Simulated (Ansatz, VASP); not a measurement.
**BeTe in VASP and in Ansatz**

```
Be Te
1.0
     0.00000    2.64384    2.64384
     2.64384    0.00000    2.64384
     2.64384    2.64384    0.00000
Be Te
1 1
Direct
  0.00000 0.00000 0.00000
  0.50000 0.50000 0.50000
```

Change from the starting cell: volume scaled by 0.96, PAW files.

Alike in both runs: task electric field gradients; functional PBE; k mesh 13 × 13 × 13; occupations fermi-dirac, width 0.05 eV; no spin polarisation.

```csv
,VASP,Ansatz
version,VASP 6.6.1,Ansatz 0.2.0
potentials or method,"VASP PAW PBE potentials, release 64 (Be, Te)","PAW with Ansatz's default frozen-core files, scalar-relativistic"
plane-wave cutoff (eV),520,420
valence electrons in the cell,8,18
```

|  | VASP | Ansatz | Ansatz less VASP |
| --- | --- | --- | --- |
| pressure (GPa) | 3.1 | 3.0 | -0.09 |

VASP's potentials hold 8 valence electrons a cell and Ansatz's 18, so a difference there can come from the potentials and not from the codes.

Neither program's run includes spin-orbit coupling.
